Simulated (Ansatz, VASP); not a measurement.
Mg3CdTe4: VASP beside Ansatz

```xyz
8
Lattice="4.2681 0.0000 0.0000 -2.1340 3.6963 0.0000 0.0000 0.0000 13.8543" Properties=species:S:1:pos:R:3 pbc="T T T"
Mg    0.0000    0.0000    0.0000
Mg    0.0000    0.0000   10.4214
Mg    0.0000    0.0000    3.4329
Cd    0.0000    0.0000    6.9271
Te    0.0000    2.4642   12.1421
Te    0.0000    2.4642    5.1232
Te    2.1340    1.2321    1.7122
Te    2.1340    1.2321    8.7311
```

Alike in both runs: functional PBE; k mesh 12 × 12 × 4; occupations gaussian, width 0.02 eV; no spin polarisation.

Ansatz relaxed the structure, and its values are those at the end. VASP's run is a single point on that final structure, the one shown.

```csv
,VASP,Ansatz
version,VASP 6.6.1,Ansatz 0.2.0
potentials or method,"VASP PAW PBE potentials, release 64 (Mg, Cd, Te), cutoff 520 eV","scalar-relativistic, plane waves, PAW"
valence electrons in the cell,42,114
```

Ansatz gave:

* gap on the k mesh at the Fermi level (eV): 0.38
* least direct gap on the mesh (eV): 0.87
* pressure (GPa): 0.0
* rms of the force components (eV/Å): 0.000

Question: Estimate VASP's values.

Answer: gap on the k mesh at the Fermi level (eV): 0.36; least direct gap on the mesh (eV): 0.85; pressure (GPa): 0.0; rms of the force components (eV/Å): 0.007.

VASP's potentials hold 42 valence electrons a cell and Ansatz's 114, so a difference there can come from the potentials and not from the codes.

Spin-orbit coupling is off throughout.
